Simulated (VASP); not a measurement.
Input of a VASP 6.6.1 run:

INCAR

```
SYSTEM = GaAs
  PREC = Accurate
  ENCUT = 520
  EDIFF = 1E-6
  ISMEAR = 0
  SIGMA = 0.05
  LREAL = .FALSE.
  LASPH = .TRUE.
  NELM = 80
  ALGO = Normal
  ISIF = 2
  LWAVE = .FALSE.
  LCHARG = .TRUE.
  LDIPOL = .TRUE.
  IDIPOL = 3
  DIPOL = 0.5 0.5 0.500
  GGA = PE
  LELF = .TRUE.
  LVHAR = .TRUE.
  LVACPOTAV = .TRUE.
  NBANDS = 66
```

File KPOINTS:

```
Automatic mesh
0
G
  9 6 1
  0 0 0
```

POSCAR

```
GaAs
1.0
    4.0626003765      0.0000000000      0.0000000000
    0.0000000000      5.7453845509      0.0000000000
    0.0000000000      0.0000000000     25.1565009412
Ga As
6 6
Direct
    0.5000000000      0.5000000000      0.2981336720
    0.0000000000      0.0000000000      0.3788802032
    0.5000000000      0.5000000000      0.4596267344
    0.0000000000      0.0000000000      0.5403732656
    0.5000000000      0.5000000000      0.6211197968
    0.0000000000      0.0000000000      0.7018663280
    0.0000000000      0.2500000000      0.2981336720
    0.5000000000      0.7500000000      0.3788802032
    0.0000000000      0.2500000000      0.4596267344
    0.5000000000      0.7500000000      0.5403732656
    0.0000000000      0.2500000000      0.6211197968
    0.5000000000      0.7500000000      0.7018663280
```

Potentials or basis: VASP PAW PBE potentials, release 64 (Ga_d, As).

The run is started by

```sh
$ cat potpaw_PBE.64/Ga_d/POTCAR potpaw_PBE.64/As/POTCAR > POTCAR
$ mpirun -np 1 vasp_std > vasp.out
```

Q: What does it give for the band gap on the k mesh?

A: 0.41 eV.

Q: What does it give for the largest force?

A: 1.540 eV/Å.

Forces on the atoms (eV/Å):
```
Ga   0.000 -0.942  1.219
Ga   0.000  0.261  0.188
Ga   0.000 -0.178  0.150
Ga   0.000 -0.178 -0.150
Ga   0.000  0.261 -0.188
Ga   0.000 -0.942 -1.219
As   0.000  0.162 -1.236
As   0.000  0.592 -0.487
As   0.000  0.105  0.133
As   0.000  0.105 -0.133
As   0.000  0.592  0.487
As   0.000  0.162  1.236
```

Caveat: semilocal functionals underestimate gaps, and a narrow one can read as zero.
